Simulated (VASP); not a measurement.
# BaCd3Sn2 (P6/mmm) in VASP: further runs, part 2 of 2

VASP 6.6.1. The steps go on from the part before.

### 3 Single point, PBE

This run uses another cell than the first one, of 29.70 Å³/atom.

Input file INCAR:

```
SYSTEM = BaCd3Sn2
PREC     = Accurate       ! precision mode
ENCUT    = 520            ! plane-wave cutoff, eV
EDIFF    = 1E-6           ! SCF threshold, eV
ISMEAR   = 0              ! smearing method
SIGMA    = 0.1            ! smearing width, eV
LREAL    = .FALSE.        ! projectors in reciprocal space
LASPH    = .TRUE.         ! aspherical terms in the spheres
NELM     = 100            ! most SCF steps
ALGO     = Fast           ! electronic algorithm
ISIF     = 2              ! what is computed and relaxed
LWAVE    = .FALSE.        ! write WAVECAR
LCHARG   = .TRUE.         ! write CHGCAR
GGA      = PE             ! functional
LELF     = .TRUE.         ! ELF
LVHAR    = .TRUE.       
NBANDS   = 46             ! bands
```

Input file KPOINTS:

```
Automatic mesh
0
G
  3 3 4
  0 0 0
```

Input file POSCAR:

```
BaCd3Sn2
1.0
    6.5802947794      0.0000000000      0.0000000000
   -3.2901473897      5.6987024433      0.0000000000
    0.0000000000      0.0000000000      4.7523837391
Ba Cd Sn
1 3 2
Direct
    0.0000000000      0.0000000000      0.0000000000
    0.5000000000      0.0000000000      0.5000000000
    0.5000000000      0.5000000000      0.5000000000
    0.0000000000      0.5000000000      0.5000000000
    0.3333333333      0.6666666667      0.0000000000
    0.6666666667      0.3333333333      0.0000000000
```

Potentials or basis: VASP PAW PBE potentials, release 64 (Ba_sv, Cd, Sn_d).

Run with:

```
> cat potpaw_PBE.64/Ba_sv/POTCAR potpaw_PBE.64/Cd/POTCAR potpaw_PBE.64/Sn_d/POTCAR > POTCAR
> mpirun -np 1 vasp_std > vasp.out
```

OUTCAR:

```text
SYSTEM = BaCd3Sn2
   PREC = Accurate
   ENCUT = 520
   EDIFF = 1E-6
   ISMEAR = 0
   LREAL = .FALSE.
   LASPH = .TRUE.
   NELM = 100
   ISIF = 2
   GGA = PE

 ion  position               nearest neighbor table
   1  0.000  0.000  0.000-   5 3.80   6 3.80   5 3.80   6 3.80   6 3.80   5 3.80   3 4.06   4 4.06
                             4 4.06   3 4.06   4 4.06   4 4.06   3 4.06   3 4.06   2 4.06   2 4.06
   2  0.500  0.000  0.500-   5 3.04   6 3.04   5 3.04   6 3.04   3 3.29   4 3.29   3 3.29   4 3.29
                             1 4.06   1 4.06   1 4.06   1 4.06
   3  0.500  0.500  0.500-   5 3.04   6 3.04   5 3.04   6 3.04   2 3.29   2 3.29   4 3.29   4 3.29
[... 640 lines left out ...]
  Total        0.1624469      0.1624469      0.3353182      0.0000000      0.0000000      0.0000000
  in kB        1.4604584      1.4604584      3.0146359      0.0000000      0.0000000      0.0000000
  external PRESSURE =       1.9785176 kB  Pullay stress =       0.0000000 kB

 VOLUME and BASIS-vectors are now :
 -----------------------------------------------------------------------------
  energy-cutoff  :      520.00
  volume of cell :      178.21
      direct lattice vectors                 reciprocal lattice vectors
     6.580294779  0.000000000  0.000000000     0.151968876  0.087739271  0.000000000
    -3.290147390  5.698702443  0.000000000     0.000000000  0.175478543  0.000000000
     0.000000000  0.000000000  4.752383739     0.000000000  0.000000000  0.210420718

 POSITION                                       TOTAL-FORCE (eV/Angst)
 -----------------------------------------------------------------------------------
      0.00000      0.00000      0.00000        -0.000000      0.000000      0.000000
      3.29015      0.00000      2.37619        -0.000000      0.000000      0.000000
      1.64507      2.84935      2.37619        -0.000000      0.000000      0.000000
     -1.64507      2.84935      2.37619        -0.000000      0.000000      0.000000
     -0.00000      3.79913      0.00000        -0.000000      0.000000      0.000000
      3.29015      1.89957      0.00000         0.000000     -0.000000      0.000000
 -----------------------------------------------------------------------------------
    total drift:                               -0.000000     -0.000000     -0.000000

  FREE ENERGIE OF THE ION-ELECTRON SYSTEM (eV)
  ---------------------------------------------------
  free  energy   TOTEN  =       -13.0882740460 eV

  energy  without entropy=      -13.0835595176  energy(sigma->0) =      -13.08591678
```

stdout:

```text
POSCAR found type information on POSCAR BaCdSn
 POSCAR found :  3 types and       6 ions
 scaLAPACK will be used
 LDA part: xc-table for (Slater+PW92), standard interpolation
 POSCAR, INCAR and KPOINTS ok, starting setup
 FFT: planning ... GRIDC
 FFT: planning ... GRID_SOFT
 FFT: planning ... GRID
 WAVECAR not read
 entering main loop
```

It took 1.8 min on 1 thread of Intel Xeon 6975P-C (Granite Rapids), shared host; peak memory 0.33 GiB.

Results:

```yaml
Free_energy: -13.0883 eV
Pressure: 0.2 GPa
Band_gap_on_the_k_mesh: zero (bands 37 and 38 overlap by 0.55 eV)
```

Levels at points of the mesh, in eV from the Fermi level:
```csv
k point,band 35,band 36,band 37,band 38,band 39,band 40
"(0.00, 0.00, 0.00)",-1.56,-0.92,-0.92,1.95,1.97,2.06
"(0.00, 0.00, 0.50)",-2.57,-0.99,-0.99,-0.48,-0.48,1.28
```

Caveat: the k points lie up to 0.37 Å⁻¹ apart, too coarse for converged energies and pressures of a metal; spin-orbit coupling is left out, which moves the levels of the heavy elements.

### 4 Relaxation of cell and atoms, PBE

Input file INCAR:

```
SYSTEM = BaCd3Sn2
ALGO = Normal ; EDIFF = 1E-6
EDIFFG = -0.04 ; ENCUT = 600
GGA = PE ; IBRION = 2
ISIF = 3 ; ISMEAR = 0
LASPH = .True. ; LCHARG = .False.
LREAL = .False. ; LWAVE = .False.
NELM = 60 ; NSW = 90
PREC = Accurate ; SIGMA = 0.1
```

Input file KPOINTS:

```
k-points
0
Gamma
  3 3 4
  0 0 0
```

Input file POSCAR:

```
BaCd3Sn2
1.0
    6.0716196400      0.0000000000      0.0000000000
   -3.0358098200      5.2581768500      0.0000000000
    0.0000000000      0.0000000000      4.7859639500
Ba Cd Sn
1 3 2
Direct
    0.0000000000      0.0000000000      0.0000000000
    0.5000000000      0.0000000000      0.5000000000
    0.5000000000      0.5000000000      0.5000000000
    0.0000000000      0.5000000000      0.5000000000
    0.3333333300      0.6666666700      0.0000000000
    0.6666666700      0.3333333300      0.0000000000
```

Run with:

```
> cat potpaw_PBE.64/Ba_sv/POTCAR potpaw_PBE.64/Cd/POTCAR potpaw_PBE.64/Sn_d/POTCAR > POTCAR
> mpirun -np 1 vasp_std > vasp.out
```

Run time: 4.1 min. Hardware: 1 thread of Intel Xeon 6975P-C (Granite Rapids), shared host; peak memory 0.35 GiB.

It converged, with:

| Item | Value |
| --- | --- |
| Free energy | -13.0812 eV |
| Relaxed volume | 29.86 Å³/atom |
| Relaxed cell | a = 6.583 Å, b = 6.583 Å, c = 4.773 Å, α = 90.00°, β = 90.00°, γ = 120.00° |
| Space group after relaxing (to 0.1 Å) | P6/mmm (No. 191) |
| Energy gained by relaxing | 111.7 meV/atom |
| Ionic steps | 6 |
| Pressure after relaxing | -0.1 GPa |
| Band gap on the k mesh | zero (bands 37 and 38 overlap by 0.54 eV) |

Stress tensor (GPa, compression positive):
```
-0.01  0.00  0.00
 0.00 -0.01  0.00
 0.00  0.00 -0.13
```

The path:
| step | energy change (eV) | largest force (eV/Å) | pressure (GPa) | volume (Å³) |
| --- | --- | --- | --- | --- |
| 1 | 0.0000 | 0.0000 | 7.98 | 152.80 |
| 2 | -0.6000 | 0.0000 | -0.79 | 182.56 |
| 3 | -0.6048 | 0.0000 | -0.22 | 179.54 |
| 4 | -0.6047 | 0.0000 | -0.33 | 180.10 |
| 5 | -0.6436 | 0.0000 | -0.27 | 179.75 |
| 6 | -0.6699 | 0.0000 | -0.05 | 179.15 |

Final structure:
```xyz
6
Lattice="6.5833 0.0000 0.0000 -3.2917 5.7013 0.0000 0.0000 0.0000 4.7730" Properties=species:S:1:pos:R:3 pbc="T T T"
Ba    3.2917    5.7013    4.7730
Cd    0.0000    5.7013    2.3865
Cd    1.6458    2.8507    2.3865
Cd    4.9375    2.8507    2.3865
Sn    0.0000    3.8009    0.0000
Sn    3.2917    1.9004    0.0000
```

Levels at points of the mesh, in eV from the Fermi level:
| k point | band 34 | band 35 | band 36 | band 37 | band 38 | band 39 | band 40 | band 41 |
| --- | --- | --- | --- | --- | --- | --- | --- | --- |
| (0.00, 0.00, 0.00) | -1.90 | -1.60 | -0.90 | -0.90 | 1.94 | 1.94 | 2.01 | 3.04 |
| (0.00, 0.00, 0.50) | -2.56 | -2.56 | -0.99 | -0.99 | -0.47 | -0.47 | 1.28 | 1.28 |

Caveat: the k points lie up to 0.37 Å⁻¹ apart in the final cell, too coarse for converged energies and pressures of a metal; the volume moved by over 15 % at a fixed basis, so the end points are rough; spin-orbit coupling is left out, which moves the levels of the heavy elements.

### 5 Single point, PBE

This run uses another cell than the first one, of 29.72 Å³/atom.

Input file INCAR:

```
PREC = Accurate
ENCUT = 520
EDIFF = 1E-7
ISMEAR = 0
SIGMA = 0.1
LREAL = F
LASPH = T
NELM = 60
ALGO = Fast
ISIF = 2
LWAVE = F
LCHARG = F
GGA = PE
NBANDS = 46
```

Input file KPOINTS:

```
regular mesh
0
Gamma
  6 6 8
```

Input file POSCAR:

```
BaCd3Sn2
1.0
    6.5151028539      0.0000000000      0.0000000000
   -3.2575514269      5.6422445797      0.0000000000
    0.0000000000      0.0000000000      4.8508539150
Ba Cd Sn
1 3 2
Direct
    0.0000000000      0.0000000000      0.0000000000
    0.5000000000      0.0000000000      0.5000000000
    0.5000000000      0.5000000000      0.5000000000
    0.0000000000      0.5000000000      0.5000000000
    0.3333333333      0.6666666667      0.0000000000
    0.6666666667      0.3333333333      0.0000000000
```

Potentials or basis: VASP PAW PBE potentials, release 64 (Ba_sv, Cd, Sn_d).

Run with:

```
> cat potpaw_PBE.64/Ba_sv/POTCAR potpaw_PBE.64/Cd/POTCAR potpaw_PBE.64/Sn_d/POTCAR > POTCAR
> mpirun -np 1 vasp_std > vasp.out
```

OUTCAR:

```text
PREC = Accurate
   ENCUT = 520
   EDIFF = 1E-7
   ISMEAR = 0
   LREAL = F
   LASPH = T
   NELM = 60
   ISIF = 2
   GGA = PE

 ion  position               nearest neighbor table
   1  0.000  0.000  0.000-   5 3.76   6 3.76   5 3.76   6 3.76   6 3.76   5 3.76   4 4.06   4 4.06
                             4 4.06   4 4.06   3 4.06   3 4.06   3 4.06   3 4.06   2 4.06   2 4.06
   2  0.500  0.000  0.500-   5 3.07   6 3.07   5 3.07   6 3.07   3 3.26   3 3.26   4 3.26   4 3.26
                             1 4.06   1 4.06   1 4.06   1 4.06
   3  0.500  0.500  0.500-   5 3.07   6 3.07   5 3.07   6 3.07   2 3.26   2 3.26   4 3.26   4 3.26
                             1 4.06   1 4.06   1 4.06   1 4.06
   4  0.000  0.500  0.500-   5 3.07   6 3.07   5 3.07   6 3.07   2 3.26   2 3.26   3 3.26   3 3.26
                             1 4.06   1 4.06   1 4.06   1 4.06
   5  0.333  0.667  0.000-   2 3.07   2 3.07   4 3.07   4 3.07   3 3.07   3 3.07   1 3.76   1 3.76
                             1 3.76
   6  0.667  0.333  0.000-   2 3.07   2 3.07   4 3.07   4 3.07   3 3.07   3 3.07   1 3.76   1 3.76
                             1 3.76

  LATTYP: Found a hexagonal cell.
 ALAT       =     6.5151028539
 C/A-ratio  =     0.7445552317

  Lattice vectors:

 A1 = (   6.5151028539,   0.0000000000,   0.0000000000)
 A2 = (  -3.2575514269,   5.6422445797,   0.0000000000)
[... 188 lines left out ...]
 cond. band min:       3.9501173309   @ k =   0.1667   0.1667   0.2500
 fundamental gap:      0.0092642057
 Fermi energy:         3.9455010119

 k-point     1 :       0.0000    0.0000    0.0000
  band No.  band energies     occupation
      1     -24.4615      2.00000
      2     -17.4538      2.00000
      3     -17.4437      2.00000
      4     -17.4437      2.00000
      5     -17.4384      2.00000
      6     -17.4384      2.00000
[... 1165 lines left out ...]
     45       8.6584      0.00000
     46       8.7316      0.00000

 [... further k-points ...]
[... 5 lines left out ...]
  --------------------------------------------------------------------------------------
  -------------------------------------------------------------------------------------
  Total        0.2038301      0.2038301      0.1553157      0.0000000      0.0000000     -0.0000000
  in kB        1.8314181      1.8314181      1.3955152      0.0000000      0.0000000     -0.0000000
  external PRESSURE =       1.6861171 kB  Pullay stress =       0.0000000 kB

 VOLUME and BASIS-vectors are now :
 -----------------------------------------------------------------------------
  energy-cutoff  :      520.00
  volume of cell :      178.32
      direct lattice vectors                 reciprocal lattice vectors
     6.515102854  0.000000000  0.000000000     0.153489518  0.088617215  0.000000000
    -3.257551427  5.642244580  0.000000000     0.000000000  0.177234430  0.000000000
     0.000000000  0.000000000  4.850853915     0.000000000  0.000000000  0.206149271

 POSITION                                       TOTAL-FORCE (eV/Angst)
 -----------------------------------------------------------------------------------
      0.00000      0.00000      0.00000         0.000000      0.000000      0.000000
      3.25755      0.00000      2.42543         0.000000      0.000000      0.000000
      1.62878      2.82112      2.42543         0.000000      0.000000      0.000000
     -1.62878      2.82112      2.42543         0.000000      0.000000      0.000000
     -0.00000      3.76150      0.00000         0.000000      0.000000      0.000000
      3.25755      1.88075      0.00000        -0.000000     -0.000000     -0.000000
 -----------------------------------------------------------------------------------
    total drift:                               -0.000000      0.000000     -0.000000

  FREE ENERGIE OF THE ION-ELECTRON SYSTEM (eV)
  ---------------------------------------------------
  free  energy   TOTEN  =       -13.0249150563 eV

  energy  without entropy=      -13.0140879287  energy(sigma->0) =      -13.01950149
```

OSZICAR:

```text
N       E                     dE             d eps       ncg     rms          rms(c)
DAV:   1     0.780879559470E+03    0.78088E+03   -0.35558E+04  3528   0.194E+03
DAV:   2     0.814851561027E+02   -0.69939E+03   -0.67890E+03  3228   0.580E+02
DAV:   3    -0.921476529463E+01   -0.90700E+02   -0.89185E+02  3556   0.179E+02
[... 15 lines left out ...]
RMM:  19    -0.130249141431E+02   -0.53177E-06   -0.57890E-06  3168   0.324E-03    0.352E-04
RMM:  20    -0.130249145688E+02   -0.42566E-06   -0.44728E-06  2994   0.300E-03    0.572E-04
RMM:  21    -0.130249147616E+02   -0.19281E-06   -0.19248E-06  2699   0.252E-03    0.161E-04
RMM:  22    -0.130249149757E+02   -0.21417E-06   -0.22534E-06  2633   0.233E-03    0.297E-04
RMM:  23    -0.130249150563E+02   -0.80514E-07   -0.74736E-07  2614   0.216E-03
   1 F= -.13024915E+02 E0= -.13019501E+02  d E =-.108271E-01
```

It took 5.7 min on 1 thread of Intel Xeon 6975P-C (Granite Rapids), shared host; peak memory 0.44 GiB.

Results:

```yaml
Free_energy: -13.0249 eV
Pressure: 0.2 GPa
Band_gap_on_the_k_mesh: zero (bands 37 and 38 overlap by 0.80 eV)
```

Caveat: spin-orbit coupling is left out, which moves the levels of the heavy elements.

### 6 Summary

| task | cell | k mesh | cutoff (eV) | gap on the mesh (eV) | pressure (GPa) |
| --- | --- | --- | --- | --- | --- |
| single point | a = 6.072, b = 6.072, c = 4.786 Å, angles 90.0, 90.0, 120.0°, 6 atoms | 3 × 3 × 4 | 520 | none | 8.0 |
| single point | a = 6.580, b = 6.580, c = 4.752 Å, angles 90.0, 90.0, 120.0°, 6 atoms | 3 × 3 × 4 | 520 | none | 0.2 |
| relaxation of cell and atoms | relaxed from a = 6.072, b = 6.072, c = 4.786 Å, angles 90.0, 90.0, 120.0°, 6 atoms | 3 × 3 × 4 | 600 | none | -0.1 |
| single point | a = 6.515, b = 6.515, c = 4.851 Å, angles 90.0, 90.0, 120.0°, 6 atoms | 6 × 6 × 8 | 520 | none | 0.2 |

Alike in all rows: level PBE; potentials or basis VASP PAW PBE potentials, release 64 (Ba_sv, Cd, Sn_d); no spin polarisation; smearing gaussian 0.1 eV.

Caveats: some runs use coarse meshes; spin-orbit coupling is left out, which moves the levels of the heavy elements; the volume moved by over 15 % at a fixed basis, so the end points are rough (at least some runs).

Total energies depend on the potentials used, so only differences within one code and one set of settings carry meaning.
